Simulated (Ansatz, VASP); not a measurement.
# CuH2: VASP beside Ansatz

```
Cu H
1.0
     3.35805    0.00000    0.00000
    -1.67903    2.90816    0.00000
     0.00000    0.00000    2.36193
Cu H
1 2
Direct
  0.00000 0.00000 0.00000
  0.33333 0.66667 0.50000
  0.66667 0.33333 0.50000
```

Alike in both runs: task relaxation of cell and atoms; functional PBE; k mesh 6 × 6 × 8; occupations gaussian, width 0.1 eV; no spin polarisation.

|  | VASP | Ansatz |
| --- | --- | --- |
| version | VASP 6.6.1 | Ansatz 0.2.0 |
| potentials or method | VASP PAW PBE potentials, release 64 (Cu, H), cutoff 600 eV | scalar-relativistic, plane waves, PAW |
| valence electrons in the cell | 13 | 21 |

|  | VASP | Ansatz | Ansatz less VASP |
| --- | --- | --- | --- |
| gap on the k mesh at the Fermi level, each at its own relaxed structure (eV) | none | none | - |
| relaxed volume (Å³/atom) | 6.36 | 6.32 | -0.035 |
| relaxed cell length with the largest relative difference (Å) | 3.015 | 3.010 | -0.0059 |

A gap of «none» marks a metal or a gap that the smearing closes. VASP's potentials hold 13 valence electrons a cell and Ansatz's 21, so a difference there can come from the potentials and not from the codes.

The k mesh is coarse, so the values compare programs but aren't converged. Noted on VASP's run: the volume moved by over 15 % at a fixed basis, so the end points are rough.
